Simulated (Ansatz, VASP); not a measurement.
**One calculation of FeRu, two programs**

Contents of INCAR:

```
PREC = Accurate ; ENCUT = 520
EDIFF = 1E-6 ; ISMEAR = -1
SIGMA = 0.05 ; LREAL = False
LASPH = True ; NELM = 60
ALGO = Normal ; ISIF = 2
LWAVE = False ; LCHARG = True
GGA = CA ; LELF = True
LVHAR = True ; NBANDS = 18
```

Contents of KPOINTS:

```
regular mesh
0
Gamma
  12 12 7
```

The input POSCAR:

```
FeRu
1.0
    2.5325542409      0.0000000000      0.0000000000
   -1.2662771204      2.1932563091      0.0000000000
    0.0000000000      0.0000000000      3.9004332941
Fe Ru
1 1
Direct
    0.0000000000      0.0000000000      0.5000000000
    0.6666666667      0.3333333333      0.0000000000
```

Input for Ansatz:

```yaml
crystal:
  lattice:
    - [2.5325542409, 0.0, 0.0]
    - [-1.2662771204, 2.1932563091, 0.0]
    - [0.0, 0.0, 3.9004332941]
  atoms:
    - { symbol: Fe, position: [0.0, 0.0, 0.5] }
    - { symbol: Ru, position: [0.6666666667, 0.3333333333, 0.0] }
kpoints:
  mp_grid: { grid: [12, 12, 7] }
scf:
  occupations: { method: fermi_dirac, width: 0.05 }
hamiltonian:
  xc: lda
  pseudopotentials: { kind: paw }
output:
  forces: true
  stress: true
  eigenvalues: true
```

Change from the starting cell: volume scaled by 0.88, no spin polarisation, PAW files.

Alike in both runs: task single point; functional LDA; k mesh 12 × 12 × 7; occupations fermi-dirac, width 0.05 eV; no spin polarisation.

|  | VASP | Ansatz |
| --- | --- | --- |
| version | VASP 6.6.1 | Ansatz 0.2.0 |
| potentials or method | VASP PAW LDA potentials, release 64 (Fe, Ru_pv) | PAW with Ansatz's default frozen-core files, scalar-relativistic |
| plane-wave cutoff (eV) | 520 | 420 |
| valence electrons in the cell | 22 | 32 |

|  | VASP | Ansatz | Ansatz less VASP |
| --- | --- | --- | --- |
| pressure (GPa) | 24.8 | 23.8 | -0.98 |
| traceless stress, the component that is largest in VASP (GPa) | 1.44 | 1.70 | +0.264 |

LDA's correlation is that of Perdew and Zunger in VASP and of Perdew and Wang (1992) in Ansatz. VASP's potentials hold 22 valence electrons a cell and Ansatz's 32, so a difference there can come from the potentials and not from the codes.
